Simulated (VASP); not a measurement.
# PbO2 (P4_2/mnm) in VASP: notebook, part 2 of 2

VASP 6.6.1.

### 3 Single point, PBE

This run uses another cell than the first one, of 13.61 Å³/atom.

Input file INCAR:

```
SYSTEM = PbO2
PREC = Accurate ; ENCUT = 520
EDIFF = 1E-6 ; ISMEAR = -1
SIGMA = 0.05 ; LREAL = .FALSE.
LASPH = .TRUE. ; NELM = 100
ALGO = Normal ; ISIF = 2
LWAVE = .FALSE. ; LCHARG = .FALSE.
GGA = PE ; NBANDS = 35
```

Input file KPOINTS:

```
Automatic mesh
0
G
  5 5 7
  0 0 0
```

Input file POSCAR:

```
PbO2
1.0
    4.8950606726      0.0000000000      0.0000000000
    0.0000000000      4.8950606726      0.0000000000
    0.0000000000      0.0000000000      3.4090009600
Pb O
2 4
Direct
    0.5000000000      0.5000000000      0.5000000000
    0.0000000000      0.0000000000      0.0000000000
    0.6925710400      0.6925710400      0.0000000000
    0.8074289600      0.1925710400      0.5000000000
    0.1925710400      0.8074289600      0.5000000000
    0.3074289600      0.3074289600      0.0000000000
```

Potentials or basis: VASP PAW PBE potentials, release 64 (Pb_d, O).

On the command line:

```sh
$ cat potpaw_PBE.64/Pb_d/POTCAR potpaw_PBE.64/O/POTCAR > POTCAR
$ mpirun -np 1 vasp_std > vasp.out
```

OUTCAR:

```text
SYSTEM = PbO2
   PREC = Accurate
   ENCUT = 520
   EDIFF = 1E-6
   ISMEAR = -1
   LREAL = .FALSE.
   LASPH = .TRUE.
   NELM = 100
   ISIF = 2
   GGA = PE

 ion  position               nearest neighbor table
   1  0.500  0.500  0.500-   4 2.13   5 2.13   3 2.16   6 2.16   3 2.16   6 2.16   2 3.86   2 3.86
                             2 3.86   2 3.86   2 3.86   2 3.86   2 3.86   2 3.86
   2  0.000  0.000  0.000-   3 2.13   6 2.13   5 2.16   4 2.16   4 2.16   5 2.16   1 3.86   1 3.86
                             1 3.86   1 3.86   1 3.86   1 3.86   1 3.86   1 3.86
   3  0.693  0.693  0.000-   2 2.13   1 2.16   1 2.16
   4  0.807  0.193  0.500-   1 2.13   2 2.16   2 2.16
   5  0.193  0.807  0.500-   1 2.13   2 2.16   2 2.16
   6  0.307  0.307  0.000-   2 2.13   1 2.16   1 2.16

  LATTYP: Found a simple tetragonal cell.
 ALAT       =     4.8950606726
 C/A-ratio  =     0.6964164876

  Lattice vectors:

 A1 = (   4.8950606726,   0.0000000000,   0.0000000000)
 A2 = (   0.0000000000,   4.8950606726,   0.0000000000)
 A3 = (   0.0000000000,   0.0000000000,   3.4090009600)

Analysis of symmetry for initial positions (statically):
=====================================================================
 Subroutine PRICEL returns:
 Original cell was already a primitive cell.

 Routine SETGRP: Setting up the symmetry group for a
 simple tetragonal supercell.

 Subroutine GETGRP returns: Found 16 space group operations
 (whereof  8 operations were pure point group operations)
 out of a pool of 16 trial point group operations.

The static configuration has the point symmetry D_2h.
 The point group associated with its full space group is D_4h.

Analysis of symmetry for dynamics (positions and initial velocities):
=====================================================================
 Subroutine PRICEL returns:
 Original cell was already a primitive cell.

 Routine SETGRP: Setting up the symmetry group for a
 simple tetragonal supercell.
[... 132 lines left out ...]
     AMIX     =   0.40;   BMIX     =  1.00
     AMIX_MAG =   1.60;   BMIX_MAG =  1.00
  volume/ion in A,a.u.               =      13.61        91.87
  Fermi-wavevector in a.u.,A,eV,Ry     =   1.408299  2.661299 26.984515  1.983306
  Thomas-Fermi vector in A             =   2.530471
   LORBIT       =      0    0 simple, 1 ext, 2 COOP (PROOUT), +10 PAW based schemes
   GGA     = PE    functional components
   LHFCALC =     F    Hartree Fock is set to
   AEXX    =    0.0000 exact exchange contribution
   IVDW    =     0    specifies the selected vdW correction
   LEPSILON=     F    determine dielectric tensor
   LRPA    =     F    only Hartree local field effects (RPA)
 non-spin polarized calculation
  energy-cutoff  :      520.00
  volume of cell :       81.69
 maximum number of plane-waves:      2213
   NGX = 19   NGY = 19   NGZ = 13

 number of electron      51.9999976 magnetization

 Free energy of the ion-electron system (eV)
  ---------------------------------------------------
  ext. energy  EPLUGINS =         0.00000000
  ---------------------------------------------------
  free energy    TOTEN  =       -31.61511968 eV

  energy without entropy =      -31.61307137  energy(sigma->0) =      -31.61409552

 E-fermi :   4.7134     XC(G=0): -10.8282

 val. band max:        4.7050134903   @ k =   0.0000   0.0000   0.0000
 cond. band min:       5.0808813500   @ k =   0.2000   0.0000   0.0000
 fundamental gap:      0.3758678596
 Fermi energy:         4.7133571205

 k-point     1 :       0.0000    0.0000    0.0000
  band No.  band energies     occupation
      1     -13.8462      2.00000
      2     -13.6930      2.00000
      3     -11.9510      2.00000
      4     -11.9510      2.00000
      5     -10.9269      2.00000
      6     -10.6963      2.00000
[... 901 lines left out ...]
     34      15.2793      0.00000
     35      17.7238      0.00000

------------------------ aborting loop because EDIFF is reached ----------------------------------------

  FORCE on cell =-STRESS in cart. coord.  units (eV):
  Direction    XX          YY          ZZ          XY          YZ          ZX
  --------------------------------------------------------------------------------------
  -------------------------------------------------------------------------------------
  Total        5.9631310      5.9631310      6.4744829     -0.0000000      0.0000000      0.0000000
  in kB      116.9611557    116.9611557    126.9908370     -0.0000000      0.0000000      0.0000000
  external PRESSURE =     120.3043828 kB  Pullay stress =       0.0000000 kB

 VOLUME and BASIS-vectors are now :
 -----------------------------------------------------------------------------
  energy-cutoff  :      520.00
  volume of cell :       81.69
      direct lattice vectors                 reciprocal lattice vectors
     4.895060673  0.000000000  0.000000000     0.204287560  0.000000000  0.000000000
     0.000000000  4.895060673  0.000000000     0.000000000  0.204287560  0.000000000
     0.000000000  0.000000000  3.409000960     0.000000000  0.000000000  0.293341073

 POSITION                                       TOTAL-FORCE (eV/Angst)
 -----------------------------------------------------------------------------------
      2.44753      2.44753      1.70450        -0.000000      0.000000      0.000000
      0.00000      0.00000      0.00000        -0.000000      0.000000      0.000000
      3.39018      3.39018      0.00000         0.056925      0.056925      0.000000
      3.95241      0.94265      1.70450        -0.056925      0.056925      0.000000
      0.94265      3.95241      1.70450         0.056925     -0.056925      0.000000
      1.50488      1.50488      0.00000        -0.056925     -0.056925     -0.000000
 -----------------------------------------------------------------------------------
    total drift:                                0.000000      0.000000      0.000000

  FREE ENERGIE OF THE ION-ELECTRON SYSTEM (eV)
  ---------------------------------------------------
  free  energy   TOTEN  =       -31.6151196787 eV

  energy  without entropy=      -31.6130713653  energy(sigma->0) =      -31.61409552
```

OSZICAR:

```text
N       E                     dE             d eps       ncg     rms          rms(c)
DAV:   1     0.694199804699E+03    0.69420E+03   -0.25806E+04  1680   0.184E+03
DAV:   2     0.593270954839E+02   -0.63487E+03   -0.60192E+03  1818   0.507E+02
DAV:   3    -0.327455423814E+02   -0.92073E+02   -0.89357E+02  2013   0.211E+02
DAV:   4    -0.373597565675E+02   -0.46142E+01   -0.45713E+01  2157   0.490E+01
DAV:   5    -0.375067958427E+02   -0.14704E+00   -0.14681E+00  2181   0.896E+00    0.143E+01
DAV:   6    -0.315906867716E+02    0.59161E+01   -0.17644E+01  2559   0.524E+01    0.435E+00
DAV:   7    -0.316471480886E+02   -0.56461E-01   -0.17516E+00  1842   0.926E+00    0.277E+00
DAV:   8    -0.316413159571E+02    0.58321E-02   -0.35679E-01  2705   0.629E+00    0.116E+00
DAV:   9    -0.316136130183E+02    0.27703E-01   -0.80322E-02  2568   0.400E+00    0.121E-01
DAV:  10    -0.316151507711E+02   -0.15378E-02   -0.99146E-03  1891   0.540E-01    0.124E-01
DAV:  11    -0.316151275274E+02    0.23244E-04   -0.34652E-04  2669   0.189E-01    0.398E-02
DAV:  12    -0.316151223012E+02    0.52262E-05   -0.55432E-05  2525   0.577E-02    0.133E-02
DAV:  13    -0.316151191819E+02    0.31193E-05   -0.14760E-05  2226   0.534E-02    0.596E-03
DAV:  14    -0.316151196787E+02   -0.49681E-06   -0.16740E-06  1375   0.179E-02
   1 F= -.31615120E+02 E0= -.31614096E+02  d E =-.204831E-02
```

It took 1.8 min on 1 thread of Intel Xeon 8259CL, shared host; peak memory 0.21 GiB.

Results:

```
Free energy            : -31.6151 eV
Pressure               : 12.0 GPa
Largest force          : 0.081 eV/Å
Band gap on the k mesh : 0.14 eV (least direct gap 0.53 eV)
```

Forces in eV/Å, atoms in the order of the input:
```
Pb   0.000  0.000  0.000
Pb   0.000  0.000  0.000
O    0.057  0.057  0.000
O   -0.057  0.057  0.000
O    0.057 -0.057  0.000
O   -0.057 -0.057  0.000
```

Caveat: the cell stands under pressure; spin-orbit coupling is left out, which moves the levels of the heavy elements. A k mesh can miss the band edges.

The gap in the log of VASP goes by the Fermi energy; the results here count the filled bands.